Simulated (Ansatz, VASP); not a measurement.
# BP in VASP and in Ansatz

```
CELL_PARAMETERS angstrom
0.00000 2.26607 2.26607
2.26607 0.00000 2.26607
2.26607 2.26607 0.00000
ATOMIC_POSITIONS crystal
B 0.00000 0.00000 0.00000
P 0.25000 0.25000 0.25000
```

Alike in both runs: task single point; functional PBE; k mesh 6 × 6 × 6; occupations gaussian, width 0.1 eV; no spin polarisation.

|  | VASP | Ansatz |
| --- | --- | --- |
| version | VASP 6.6.1 | Ansatz 0.2.0 |
| potentials or method | VASP PAW PBE potentials, release 64 (B, P), cutoff 500 eV | scalar-relativistic, plane waves, PAW |
| valence electrons in the cell | 8 | 8 |

|  | VASP | Ansatz | Ansatz less VASP |
| --- | --- | --- | --- |
| gap on the k mesh at the Fermi level (eV) | 1.32 | 1.33 | +0.004 |
| least direct gap on the mesh (eV) | 3.40 | 3.41 | +0.003 |
| pressure (GPa) | 1.7 | 1.9 | +0.23 |
